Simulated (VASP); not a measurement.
# Zr3O (Pm-3m) in VASP: relaxation of cell and atoms with r2SCAN

Aim: the relaxation of cell and atoms of Zr3O with r2SCAN.

All numbers are computed with VASP 6.6.1; they aren't measurements. Logs are shortened: lines on timing, memory, paths and dates and some standing lists are left out, and cuts for length are marked.

## 1. The cell of the first run

It takes space group Pm-3m (No. 221, cubic). The conventional cell has a = 4.144 Å, b = 4.144 Å, c = 4.144 Å, α = 90.00°, β = 90.00°, γ = 90.00°. Within 3.9 Å of Zr (site symmetry 4/mmm) lie 8 Zr at 2.93 Å and 4 O at 2.93 Å. O (site symmetry m-3m) has 12 Zr at 2.93 Å within 3.9 Å.

## 2. Relaxation of cell and atoms, r2SCAN

The input, POSCAR:

```
Zr3O
1.0
    4.1440791751      0.0000000000      0.0000000000
    0.0000000000      4.1440791751      0.0000000000
    0.0000000000      0.0000000000      4.1440791751
Zr O
3 1
Direct
    0.0000000000      0.5000000000      0.5000000000
    0.5000000000      0.0000000000      0.5000000000
    0.5000000000      0.5000000000      0.0000000000
    0.0000000000      0.0000000000      0.0000000000
```

The input, INCAR.step1:

```
ALGO = Normal ; EDIFF = 1E-4
ENCUT = 600 ; GGA = PE
ISMEAR = 0 ; LASPH = T
LCHARG = F ; LREAL = F
LWAVE = T ; NELM = 80
PREC = Accurate ; SIGMA = 0.1
```

The input, INCAR.step2:

```
ALGO = Normal ; EDIFF = 1E-7
EDIFFG = -0.01 ; ENCUT = 600
IBRION = 2 ; ISIF = 3
ISMEAR = 0 ; ISTART = 1
LASPH = T ; LCHARG = F
LMIXTAU = T ; LREAL = F
LWAVE = F ; METAGGA = R2SCAN
NELM = 80 ; NSW = 100
PREC = Accurate ; SIGMA = 0.1
```

The input, KPOINTS:

```
k-points
0
Gamma
  12 12 12
```

Potentials or basis: VASP PAW PBE potentials, release 64 (Zr_sv, O).

Launch:

```console
$ cat potpaw_PBE.64/Zr_sv/POTCAR potpaw_PBE.64/O/POTCAR > POTCAR
$ cp INCAR.step1 INCAR
$ mpirun -np 1 vasp_std > vasp.out
$ cp INCAR.step2 INCAR
$ mpirun -np 1 vasp_std > vasp.out
```

OUTCAR:

```text
EDIFF = 1E-7
   EDIFFG = -0.01
   ENCUT = 600
   IBRION = 2
   ISIF = 3
   ISMEAR = 0
   ISTART = 1
   LASPH = T
   LREAL = F
   METAGGA = R2SCAN
   NELM = 80
   NSW = 100
   PREC = Accurate

 ion  position               nearest neighbor table
   1  0.000  0.500  0.500-   2 2.93   3 2.93   4 2.93   3 2.93   4 2.93   2 2.93   4 2.93   4 2.93
                             2 2.93   3 2.93   3 2.93   2 2.93
   2  0.500  0.000  0.500-   1 2.93   3 2.93   4 2.93   3 2.93   4 2.93   1 2.93   3 2.93   3 2.93
                             1 2.93   4 2.93   4 2.93   1 2.93
   3  0.500  0.500  0.000-   1 2.93   2 2.93   4 2.93   1 2.93   2 2.93   2 2.93   4 2.93   2 2.93
                             1 2.93   4 2.93   1 2.93   4 2.93
   4  0.000  0.000  0.000-   1 2.93   2 2.93   3 2.93   1 2.93   2 2.93   1 2.93   3 2.93   1 2.93
                             2 2.93   3 2.93   2 2.93   3 2.93

  LATTYP: Found a simple cubic cell.
 ALAT       =     4.1440791751

  Lattice vectors:

 A1 = (   4.1440791751,   0.0000000000,   0.0000000000)
 A2 = (   0.0000000000,   4.1440791751,   0.0000000000)
 A3 = (   0.0000000000,   0.0000000000,   4.1440791751)

Analysis of symmetry for initial positions (statically):
=====================================================================
 Subroutine PRICEL returns:
 Original cell was already a primitive cell.

 Routine SETGRP: Setting up the symmetry group for a
 simple cubic supercell.

 Subroutine GETGRP returns: Found 48 space group operations
 (whereof 48 operations were pure point group operations)
 out of a pool of 48 trial point group operations.

The static configuration has the point symmetry O_h .

Analysis of symmetry for dynamics (positions and initial velocities):
=====================================================================
 Subroutine PRICEL returns:
 Original cell was already a primitive cell.

 Routine SETGRP: Setting up the symmetry group for a
 simple cubic supercell.

 Subroutine GETGRP returns: Found 48 space group operations
 (whereof 48 operations were pure point group operations)
 out of a pool of 48 trial point group operations.

The dynamic configuration has the point symmetry O_h .

 Subroutine INISYM returns: Found 48 space group operations
 (whereof 48 operations are pure point group operations),
 and found     1 'primitive' translations

----------------------------------------------------------------------------------------

                                     Primitive cell

  volume of cell :      71.1679
[... 103 lines left out ...]
   PSTRESS=    0.0 pullay stress
   NELECT =      42.0000    total number of electrons
   NUPDOWN=      -1.0000    fix difference up-down
   EMIN   =  10.00;   EMAX   =-10.00  energy-range for DOS
   EFERMI =   0.00;   METHOD = LEGACY
   ISMEAR =     0;   SIGMA  =   0.10  broadening in eV -4-tet -1-fermi 0-gaus
   EFERMI_NEDOS =   21; number of points for ismear=-14 and -15
   IALGO  =     38    algorithm
   IMIX   =      4    mixing-type and parameters
     AMIX     =   0.40;   BMIX     =  1.00
     AMIX_MAG =   1.60;   BMIX_MAG =  1.00
  volume/ion in A,a.u.               =      17.79       120.07
  Fermi-wavevector in a.u.,A,eV,Ry     =   1.373188  2.594948 25.655748  1.885644
  Thomas-Fermi vector in A             =   2.498727
   LORBIT       =      0    0 simple, 1 ext, 2 COOP (PROOUT), +10 PAW based schemes
   METAGGA = R2SCAN    functional components
   LHFCALC =     F    Hartree Fock is set to
   AEXX    =    0.0000 exact exchange contribution
   IVDW    =     0    specifies the selected vdW correction
   LEPSILON=     F    determine dielectric tensor
   LRPA    =     F    only Hartree local field effects (RPA)
 conjugate gradient relaxation of ions
 non-spin polarized calculation
 Gauss-broadening in eV      SIGMA  =   0.10
  energy-cutoff  :      600.00
  volume of cell :       71.17
 maximum number of plane-waves:      2408
 NGX is ok and might be reduce to    36
   NGX = 17   NGY = 17   NGZ = 17

--------------------------------------- Ionic step        1  -------------------------------------------

 number of electron      41.9999998 magnetization

 Free energy of the ion-electron system (eV)
  ---------------------------------------------------
  ext. energy  EPLUGINS =         0.00000000
  ---------------------------------------------------
  free energy    TOTEN  =       -73.44333987 eV

  energy without entropy =      -73.41765674  energy(sigma->0) =      -73.43049831

------------------------ aborting loop because EDIFF is reached ----------------------------------------

  FORCE on cell =-STRESS in cart. coord.  units (eV):
  Direction    XX          YY          ZZ          XY          YZ          ZX
  --------------------------------------------------------------------------------------
  -------------------------------------------------------------------------------------
  Total        0.8906057      0.8906057      0.8906057     -0.0000000      0.0000000     -0.0000000
  in kB       20.0498857     20.0498857     20.0498857     -0.0000000      0.0000000     -0.0000000
  external PRESSURE =      20.0498857 kB  Pullay stress =       0.0000000 kB
[... 63 lines left out ...]
--------------------------------------- Ionic step        3  -------------------------------------------

 number of electron      42.0000001 magnetization

 Free energy of the ion-electron system (eV)
  ---------------------------------------------------
  ext. energy  EPLUGINS =         0.00000000
  ---------------------------------------------------
  free energy    TOTEN  =       -73.45487571 eV

  energy without entropy =      -73.42905384  energy(sigma->0) =      -73.44196477

 E-fermi :   9.1778     XC(G=0): -12.1463

 val. band max:        9.1678505354   @ k =   0.4167   0.1667   0.1667
 cond. band min:       9.1811516157   @ k =   0.4167   0.4167   0.1667
 fundamental gap:      0.0133010803
 Fermi energy:         9.1778182804

 k-point     1 :       0.0000    0.0000    0.0000
  band No.  band energies     occupation
      1     -41.2548      2.00000
      2     -40.8657      2.00000
      3     -40.8657      2.00000
      4     -19.1651      2.00000
      5     -19.1651      2.00000
      6     -19.1651      2.00000
[... 661 lines left out ...]
     24      10.4011      0.00000
     25      10.7677      0.00000

 [... further k-points ...]

------------------------ aborting loop because EDIFF is reached ----------------------------------------

  FORCE on cell =-STRESS in cart. coord.  units (eV):
  Direction    XX          YY          ZZ          XY          YZ          ZX
  --------------------------------------------------------------------------------------
  -------------------------------------------------------------------------------------
  Total        0.0000447      0.0000447      0.0000447     -0.0000000     -0.0000000      0.0000000
  in kB        0.0009814      0.0009814      0.0009814     -0.0000000     -0.0000000      0.0000000
  external PRESSURE =       0.0009814 kB  Pullay stress =       0.0000000 kB
[... 19 lines left out ...]
  FREE ENERGIE OF THE ION-ELECTRON SYSTEM (eV)
  ---------------------------------------------------
  free  energy   TOTEN  =       -73.4548757105 eV

  energy  without entropy=      -73.4290538357  energy(sigma->0) =      -73.44196477

 reached required accuracy - stopping structural energy minimisation
```

OSZICAR.step1:

```text
N       E                     dE             d eps       ncg     rms          rms(c)
DAV:   1     0.447996865308E+03    0.44800E+03   -0.24907E+04  4200   0.188E+03
DAV:   2     0.598387855825E+01   -0.44201E+03   -0.43763E+03  4838   0.498E+02
DAV:   3    -0.299014451090E+02   -0.35885E+02   -0.34913E+02  7322   0.106E+02
DAV:   4    -0.317991163057E+02   -0.18977E+01   -0.18740E+01  5800   0.243E+01
DAV:   5    -0.318741426117E+02   -0.75026E-01   -0.74717E-01  6368   0.398E+00    0.216E+01
DAV:   6    -0.306216980017E+02    0.12524E+01   -0.15453E+01  5221   0.179E+01    0.118E+01
DAV:   7    -0.300281637808E+02    0.59353E+00   -0.67395E+00  5780   0.986E+00    0.623E+00
DAV:   8    -0.299438091079E+02    0.84355E-01   -0.74898E-01  5699   0.509E+00    0.954E-01
DAV:   9    -0.299548034040E+02   -0.10994E-01   -0.69206E-02  6444   0.138E+00    0.482E-01
DAV:  10    -0.299558805220E+02   -0.10771E-02   -0.97164E-03  5406   0.684E-01    0.120E-01
DAV:  11    -0.299557162036E+02    0.16432E-03   -0.16081E-03  4769   0.204E-01    0.394E-02
DAV:  12    -0.299556965453E+02    0.19658E-04   -0.71634E-05  3214   0.594E-02
   1 F= -.29955697E+02 E0= -.29944147E+02  d E =-.230987E-01
```

Wall time 23 min (1 thread of Intel Xeon Platinum 8259CL at 2.50GHz (Skylake/Cascade Lake), shared host); peak memory 0.34 GiB.

Results:

| Quantity | Value |
| --- | --- |
| Free energy | -73.4549 eV |
| Relaxed volume | 18.26 Å³/atom |
| Relaxed cell | a = 4.180 Å, b = 4.180 Å, c = 4.180 Å, α = 90.00°, β = 90.00°, γ = 90.00° |
| Space group after relaxing (to 0.1 Å) | Pm-3m (No. 221) |
| Energy gained by relaxing | 2.9 meV/atom |
| Ionic steps | 3 |
| Pressure after relaxing | 0.0 GPa |
| Band gap on the k mesh | zero (bands 21 and 22 overlap by 3.10 eV) |

Step by step:
```tsv
step	energy change (eV)	largest force (eV/Å)	pressure (GPa)	volume (Å³)
1	0.0000	0.0000	2.00	71.17
2	-0.0109	0.0000	-0.46	73.49
3	-0.0115	0.0000	0.00	73.03
```

Final structure:
```
Zr O
1.0
     4.18000    0.00000    0.00000
     0.00000    4.18000    0.00000
     0.00000    0.00000    4.18000
Zr O
3 1
Cartesian
  0.0000 2.0900 2.0900
  2.0900 0.0000 2.0900
  2.0900 2.0900 0.0000
  0.0000 0.0000 0.0000
```

Caveat: the PAW data sets were made with another functional, which shifts forces and pressure a little.
